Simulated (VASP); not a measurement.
# BaTe (Fm-3m) in VASP: notebook

Runs on BaTe. Level: PBEsol. Tasks: single point.

Program: VASP 6.6.1. These are calculated values, not measurements. Logs are shortened: lines on timing, memory, paths and dates and some standing lists are left out, and cuts for length are marked.

**1. The cell of the first run**

Symmetry: Fm-3m, No. 225, cubic system. Conventional cell: a = 6.361 Å, b = 6.361 Å, c = 6.361 Å, α = 90.00°, β = 90.00°, γ = 90.00°. Ba (site symmetry m-3m) has 6 Te at 3.18 Å within 4.2 Å. Te (site symmetry m-3m) has 6 Ba at 3.18 Å within 4.2 Å.

**2. Single point, PBEsol**

INCAR reads:

```
SYSTEM = BaTe
PREC     = Accurate       ! precision mode
ENCUT    = 520            ! plane-wave cutoff, eV
EDIFF    = 1E-6           ! SCF threshold, eV
ISMEAR   = 0              ! smearing method
SIGMA    = 0.01           ! smearing width, eV
LREAL    = .FALSE.        ! projectors in reciprocal space
LASPH    = .TRUE.         ! aspherical terms in the spheres
NELM     = 80             ! most SCF steps
ALGO     = Normal         ! electronic algorithm
ISIF     = 2              ! what is computed and relaxed
LWAVE    = .FALSE.        ! write WAVECAR
LCHARG   = .FALSE.        ! write CHGCAR
GGA      = PS             ! functional
NBANDS   = 15             ! bands
```

KPOINTS reads:

```
Automatic mesh
0
G
  6 6 6
  0 0 0
```

POSCAR reads:

```
BaTe
1.0
    0.0000000000      3.1805801044      3.1805801044
    3.1805801044      0.0000000000      3.1805801044
    3.1805801044      3.1805801044      0.0000000000
Ba Te
1 1
Direct
    0.0000000000      0.0000000000      0.0000000000
    0.5000000000      0.5000000000      0.5000000000
```

Potentials or basis: VASP PAW PBE potentials, release 64 (Ba_sv, Te).

Run with:

```
$ cat potpaw_PBE.64/Ba_sv/POTCAR potpaw_PBE.64/Te/POTCAR > POTCAR
$ mpirun -np 1 vasp_std > vasp.out
```

OUTCAR:

```text
SYSTEM = BaTe
   PREC = Accurate
   ENCUT = 520
   EDIFF = 1E-6
   ISMEAR = 0
   LREAL = .FALSE.
   LASPH = .TRUE.
   NELM = 80
   ISIF = 2
   GGA = PS

 ion  position               nearest neighbor table
   1  0.000  0.000  0.000-   2 3.18   2 3.18   2 3.18   2 3.18   2 3.18   2 3.18
   2  0.500  0.500  0.500-   1 3.18   1 3.18   1 3.18   1 3.18   1 3.18   1 3.18

  LATTYP: Found a face centered cubic cell.
 ALAT       =     6.3611602088

  Lattice vectors:

 A1 = (   0.0000000000,   3.1805801044,   3.1805801044)
 A2 = (   3.1805801044,   0.0000000000,   3.1805801044)
 A3 = (   3.1805801044,   3.1805801044,   0.0000000000)

Analysis of symmetry for initial positions (statically):
=====================================================================
 Subroutine PRICEL returns:
 Original cell was already a primitive cell.

 Routine SETGRP: Setting up the symmetry group for a
 face centered cubic supercell.

 Subroutine GETGRP returns: Found 48 space group operations
[... 9 lines left out ...]

 Routine SETGRP: Setting up the symmetry group for a
 face centered cubic supercell.

 Subroutine GETGRP returns: Found 48 space group operations
[... 11 lines left out ...]
                                     Primitive cell

  volume of cell :      64.3501

  direct lattice vectors                    reciprocal lattice vectors
     0.000000000  3.180580104  3.180580104    -0.157204027  0.157204027  0.157204027
     3.180580104  0.000000000  3.180580104     0.157204027 -0.157204027  0.157204027
     3.180580104  3.180580104  0.000000000     0.157204027  0.157204027 -0.157204027

  length of vectors
     4.498019520  4.498019520  4.498019520     0.272285362  0.272285362  0.272285362

  position of ions in fractional coordinates (direct lattice)
[... 8 lines left out ...]
----------------------------------------------------------------------------------------

 KPOINTS: Automatic mesh

Automatic generation of k-mesh.
 Grid dimensions read from file:
 generate k-points for:    6    6    6

 Generating k-lattice:

  Cartesian coordinates                     Fractional coordinates (reciprocal lattice)
    -0.026200671  0.026200671  0.026200671     0.166666667  0.000000000  0.000000000
     0.026200671 -0.026200671  0.026200671     0.000000000  0.166666667  0.000000000
     0.026200671  0.026200671 -0.026200671     0.000000000  0.000000000  0.166666667

  Length of vectors
     0.045380894  0.045380894  0.045380894

  Shift w.r.t. Gamma in fractional coordinates (k-lattice)
     0.000000000  0.000000000  0.000000000

 Subroutine IBZKPT returns following result:
 ===========================================

 Found     16 irreducible k-points:

 Following reciprocal coordinates:
            Coordinates               Weight
  0.000000  0.000000  0.000000      1.000000
  0.166667  0.000000  0.000000      8.000000
  0.333333  0.000000  0.000000      8.000000
  0.500000  0.000000  0.000000      4.000000
  0.166667  0.166667  0.000000      6.000000
  0.333333  0.166667  0.000000     24.000000
[... 8 lines left out ...]
 -0.333333  0.333333  0.166667     24.000000
 -0.333333  0.500000  0.166667     12.000000
   k-points           NKPTS =     16   k-points in BZ     NKDIM =     16   number of bands    NBANDS=     15
   number of dos      NEDOS =    301   number of ions     NIONS =      2
   total plane-waves  NPLWV =  46656
   dimension x,y,z NGX =    36 NGY =   36 NGZ =   36
   dimension x,y,z NGXF=    72 NGYF=   72 NGZF=   72
   ions per type =               1   1
   NGX,Y,Z   is equivalent  to a cutoff of  13.31, 13.31, 13.31 a.u.
   NGXF,Y,Z  is equivalent  to a cutoff of  26.61, 26.61, 26.61 a.u.
 SYSTEM =  BaTe
   PREC   = accura    normal or accurate (medium, high low for compatibility)
   ISTART =      0    job   : 0-new  1-cont  2-samecut
   ICHARG =      2    charge: 1-file 2-atom 10-const
   ISPIN  =      1    spin polarized calculation?
   LNONCOLLINEAR =      F non collinear calculations
   LSORBIT =      F    spin-orbit coupling
   LASPH  =      T    aspherical Exc in radial PAW
   ENCUT  =  520.0 eV  38.22 Ry    6.18 a.u.   8.36  8.36  8.36*2*pi/ulx,y,z
   NELM   =     80;   NELMIN=  2; NELMDL= -5     # of ELM steps
   EDIFF  = 0.1E-05   stopping-criterion for ELM
   LREAL  =      F    real-space projection
   EDIFFG = 0.1E-04   stopping-criterion for IOM
   NSW    =      0    number of steps for IOM
   IBRION =     -1    ionic relax: 0-MD 1-quasi-New 2-CG
   NFREE  =      0    steps in history (QN), initial steepest desc. (CG)
   ISIF   =      2    stress and relaxation
   ISYM   =      2    0-nonsym 1-usesym 2-fastsym
   POTIM  = 0.5000    time-step for ionic-motion
   TEBEG  =    0.0;   TEEND  =   0.0 temperature during run
   PSTRESS=    0.0 pullay stress
   NELECT =      16.0000    total number of electrons
   NUPDOWN=      -1.0000    fix difference up-down
   EMIN   =  10.00;   EMAX   =-10.00  energy-range for DOS
   EFERMI =   0.00;   METHOD = LEGACY
   ISMEAR =     0;   SIGMA  =   0.01  broadening in eV -4-tet -1-fermi 0-gaus
   EFERMI_NEDOS =   21; number of points for ismear=-14 and -15
   IALGO  =     38    algorithm
   IMIX   =      4    mixing-type and parameters
     AMIX     =   0.40;   BMIX     =  1.00
     AMIX_MAG =   1.60;   BMIX_MAG =  1.00
  volume/ion in A,a.u.               =      32.18       217.13
  Fermi-wavevector in a.u.,A,eV,Ry     =   1.029434  1.945348 14.418560  1.059734
  Thomas-Fermi vector in A             =   2.163481
   LORBIT       =      0    0 simple, 1 ext, 2 COOP (PROOUT), +10 PAW based schemes
   GGA     = PS    functional components
   LHFCALC =     F    Hartree Fock is set to
   AEXX    =    0.0000 exact exchange contribution
   IVDW    =     0    specifies the selected vdW correction
   LEPSILON=     F    determine dielectric tensor
   LRPA    =     F    only Hartree local field effects (RPA)
 non-spin polarized calculation
 Gauss-broadening in eV      SIGMA  =   0.01
  energy-cutoff  :      520.00
  volume of cell :       64.35
 maximum number of plane-waves:      1759
 NGX is ok and might be reduce to    36
   NGX = 17   NGY = 17   NGZ = 17

 number of electron      16.0000000 magnetization

 Free energy of the ion-electron system (eV)
  ---------------------------------------------------
  ext. energy  EPLUGINS =         0.00000000
  ---------------------------------------------------
  free energy    TOTEN  =        -8.40431342 eV

  energy without entropy =       -8.40431342  energy(sigma->0) =       -8.40431342

 E-fermi :   4.3680     XC(G=0):  -9.6202

 val. band max:        4.3208422052   @ k =   0.0000   0.0000   0.0000
 cond. band min:       4.8551045283   @ k =   0.5000   0.5000   0.0000
 fundamental gap:      0.5342623231
 Fermi energy:         4.3680434714

 k-point     1 :       0.0000    0.0000    0.0000
  band No.  band energies     occupation
      1     -22.1369      2.00000
      2      -7.3425      2.00000
      3      -7.3425      2.00000
      4      -7.3425      2.00000
      5      -6.0317      2.00000
      6       4.3208      2.00000
      7       4.3208      2.00000
      8       4.3208      2.00000
      9       6.7875      0.00000
     10       6.7875      0.00000
     11       6.7875      0.00000
     12       7.8062      0.00000
     13       7.8062      0.00000
     14       8.3555      0.00000
     15      10.9812      0.00000

 k-point     2 :       0.1667    0.0000    0.0000
  band No.  band energies     occupation
      1     -22.1209      2.00000
      2      -7.8885      2.00000
      3      -7.3468      2.00000
      4      -7.3468      2.00000
      5      -5.3641      2.00000
      6       3.1805      2.00000
      7       3.6178      2.00000
      8       3.6178      2.00000
      9       6.9849      0.00000
     10       7.2560      0.00000
     11       7.2560      0.00000
     12       9.0229      0.00000
     13       9.0229      0.00000
     14       9.6233      0.00000
     15      12.1828      0.00000

 k-point     3 :       0.3333    0.0000    0.0000
  band No.  band energies     occupation
      1     -22.0887      2.00000
      2      -8.5143      2.00000
      3      -7.3549      2.00000
      4      -7.3549      2.00000
      5      -4.4480      2.00000
      6       1.7125      2.00000
      7       2.7463      2.00000
      8       2.7463      2.00000
      9       7.6192      0.00000
     10       8.4563      0.00000
     11       8.4563      0.00000
     12      10.9157      0.00000
     13      11.4436      0.00000
     14      11.4436      0.00000
     15      13.9354      0.00000

 k-point     4 :       0.5000    0.0000    0.0000
  band No.  band energies     occupation
      1     -22.0724      2.00000
      2      -8.7490      2.00000
      3      -7.3586      2.00000
      4      -7.3586      2.00000
      5      -4.0313      2.00000
      6       1.0993      2.00000
      7       2.4196      2.00000
      8       2.4196      2.00000
      9       8.7158      0.00000
     10       9.6368      0.00000
     11       9.6368      0.00000
     12       9.6531      0.00000
     13      11.8493      0.00000
     14      11.8493      0.00000
     15      13.7845      0.00000
[... 163 lines left out ...]
 k-point    14 :       0.5000    0.3333    0.1667
  band No.  band energies     occupation
      1     -22.0676      2.00000
      2      -8.3178      2.00000
      3      -7.6342      2.00000
      4      -7.4714      2.00000
      5      -4.8137      2.00000
      6       2.0510      2.00000
      7       2.8724      2.00000
      8       3.4113      2.00000
      9       6.6790      0.00000
     10       9.3232      0.00000
     11       9.7322      0.00000
     12       9.9020      0.00000
     13      10.8540      0.00000
     14      12.9391      0.00000
     15      13.5346      0.00000

 k-point    15 :      -0.3333    0.3333    0.1667
  band No.  band energies     occupation
      1     -22.0568      2.00000
      2      -8.3112      2.00000
      3      -7.7040      2.00000
      4      -7.5550      2.00000
      5      -4.7873      2.00000
      6       2.0684      2.00000
      7       2.9966      2.00000
      8       3.0895      2.00000
      9       7.7950      0.00000
     10       7.9429      0.00000
     11      10.4330      0.00000
     12      10.8143      0.00000
     13      10.8568      0.00000
     14      12.7502      0.00000
     15      13.9668      0.00000

 k-point    16 :      -0.3333    0.5000    0.1667
  band No.  band energies     occupation
      1     -22.0516      2.00000
      2      -7.9080      2.00000
      3      -7.8958      2.00000
      4      -7.7082      2.00000
      5      -5.2062      2.00000
      6       2.7284      2.00000
      7       3.2351      2.00000
      8       3.4166      2.00000
      9       6.4387      0.00000
     10       9.1133      0.00000
     11       9.7824      0.00000
     12      10.8209      0.00000
     13      10.9715      0.00000
     14      12.5611      0.00000
     15      13.6633      0.00000

------------------------ aborting loop because EDIFF is reached ----------------------------------------

  FORCE on cell =-STRESS in cart. coord.  units (eV):
  Direction    XX          YY          ZZ          XY          YZ          ZX
  --------------------------------------------------------------------------------------
  -------------------------------------------------------------------------------------
  Total        6.3848970      6.3848970      6.3848970      0.0000000      0.0000000      0.0000000
  in kB      158.9701083    158.9701083    158.9701083      0.0000000      0.0000000      0.0000000
  external PRESSURE =     158.9701083 kB  Pullay stress =       0.0000000 kB

 VOLUME and BASIS-vectors are now :
 -----------------------------------------------------------------------------
  energy-cutoff  :      520.00
  volume of cell :       64.35
      direct lattice vectors                 reciprocal lattice vectors
     0.000000000  3.180580104  3.180580104    -0.157204027  0.157204027  0.157204027
     3.180580104  0.000000000  3.180580104     0.157204027 -0.157204027  0.157204027
     3.180580104  3.180580104  0.000000000     0.157204027  0.157204027 -0.157204027

 POSITION                                       TOTAL-FORCE (eV/Angst)
 -----------------------------------------------------------------------------------
      0.00000      0.00000      0.00000         0.000000      0.000000      0.000000
      3.18058      3.18058      3.18058        -0.000000     -0.000000      0.000000
 -----------------------------------------------------------------------------------
    total drift:                                0.000000      0.000000      0.000000

  FREE ENERGIE OF THE ION-ELECTRON SYSTEM (eV)
  ---------------------------------------------------
  free  energy   TOTEN  =        -8.4043134231 eV

  energy  without entropy=       -8.4043134231  energy(sigma->0) =       -8.40431342
```

It took 9.7 s on 1 thread of Intel Xeon 6975P-C (Granite Rapids), shared host; peak memory 0.2 GiB.

Results:

* Free energy: -8.4043 eV
* Pressure: 15.9 GPa
* Band gap on the k mesh: 0.53 eV, indirect (least direct gap 0.83 eV)

Caveat: the PAW data sets were made with another functional, which shifts forces and pressure a little; spin-orbit coupling is left out, which moves the levels of the heavy elements.

**3. Single point, PBEsol**

This run uses another cell than the first one, of 34.23 Å³/atom, 1.064 times its volume.

INCAR reads:

```
SYSTEM = BaTe
PREC = Accurate
ENCUT = 520
EDIFF = 1E-6
ISMEAR = 0
SIGMA = 0.01
LREAL = .False.
LASPH = .True.
NELM = 60
ALGO = Normal
ISIF = 2
LWAVE = .False.
LCHARG = .False.
GGA = PS
NBANDS = 15
```

KPOINTS reads:

```
Automatic mesh
0
Gamma
  6 6 6
  0 0 0
```

POSCAR reads:

```
BaTe
1.0
    0.0000000000      3.2468371053      3.2468371053
    3.2468371053      0.0000000000      3.2468371053
    3.2468371053      3.2468371053      0.0000000000
Ba Te
1 1
Direct
    0.0000000000      0.0000000000      0.0000000000
    0.5000000000      0.5000000000      0.5000000000
```

Potentials or basis: VASP PAW PBE potentials, release 64 (Ba_sv, Te).

Run with:

```
$ cat potpaw_PBE.64/Ba_sv/POTCAR potpaw_PBE.64/Te/POTCAR > POTCAR
$ mpirun -np 1 vasp_std > vasp.out
```

Wall time 10 s (1 thread of Intel Xeon 6975P-C (Granite Rapids), shared host); peak memory 0.2 GiB.

It converged, with:

* Free energy: -8.7428 eV
* Pressure: 10.8 GPa
* Band gap on the k mesh: 0.77 eV, indirect (least direct gap 1.11 eV)

Levels at points of the mesh, in eV from the valence-band top:
```csv
k point,band 5,band 6,band 7,band 8,band 9,band 10,band 11,band 12
"(0.00, 0.00, 0.00)",-10.17,0.00,0.00,0.00,2.59,2.59,2.59,3.51
"(0.50, 0.00, 0.00)",-8.50,-3.00,-1.71,-1.71,4.34,5.20,5.24,5.24
"(0.50, 0.50, 0.00)",-9.92,-1.11,-0.34,-0.34,0.77,4.72,5.60,6.45
```

Caveat: the PAW data sets were made with another functional, which shifts forces and pressure a little; spin-orbit coupling is left out, which moves the levels of the heavy elements.

(Continued in part 2 of 2.)
